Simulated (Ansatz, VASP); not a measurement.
Ir in VASP and in Ansatz

File INCAR:

```
SYSTEM = Ir
  PREC = Accurate
  ENCUT = 600
  EDIFF = 1E-6
  ISMEAR = -1
  SIGMA = 0.1
  LREAL = .False.
  LASPH = .True.
  NELM = 80
  ALGO = Normal
  ISIF = 3
  LWAVE = .False.
  LCHARG = .False.
  GGA = PE
  IBRION = 2
  NSW = 80
  EDIFFG = -0.01
```

File KPOINTS:

```
Automatic mesh
0
Gamma
  14 14 14
  0 0 0
```

Contents of POSCAR:

```
Ir
1.0
    0.0000000000      1.9197000000      1.9197000000
    1.9197000000      0.0000000000      1.9197000000
    1.9197000000      1.9197000000      0.0000000000
Ir
1
Direct
    0.0000000000      0.0000000000      0.0000000000
```

Input for Ansatz:

```yaml
crystal:
  lattice:
    - [0.0, 1.9197, 1.9197]
    - [1.9197, 0.0, 1.9197]
    - [1.9197, 1.9197, 0.0]
  atoms:
    - { symbol: Ir, position: [0.0, 0.0, 0.0] }
hamiltonian:
  xc: pbe
  pseudopotentials:
    kind: paw
    azcp:
      Ir: "pseudopotentials/Ir.paw.azcp"
basis:
  ecutwfc: 420
  fft_grid_basis: typed
kpoints:
  mp_grid: { grid: [14, 14, 14], shift: [0, 0, 0] }
magnetization:
  spin_polarized: false
scf:
  occupations: { method: fermi_dirac, width: 0.1 }
relax:
  max_steps: 60
  f_tol: 0.01
  cell: {}
```

Alike in both runs: task relaxation of cell and atoms; functional PBE; k mesh 14 × 14 × 14; occupations fermi-dirac, width 0.1 eV; no spin polarisation.

```csv
,VASP,Ansatz
version,VASP 6.6.1,Ansatz 0.2.0
potentials or method,"VASP PAW PBE potentials, release 64 (Ir), cutoff 600 eV","plane waves (420 eV) with PAW, scalar-relativistic"
valence electrons in the cell,9,17
```

VASP gave:

* relaxed volume (Å³/atom): 14.54
* relaxed cell length with the largest relative difference (Å): 2.740

Which values does Ansatz return?

Relaxed volume (Å³/atom): 14.51; relaxed cell length with the largest relative difference (Å): 2.738.

VASP's potentials hold 9 valence electrons a cell and Ansatz's 17, so a difference there can come from the potentials and not from the codes.

Neither program's run includes spin-orbit coupling.
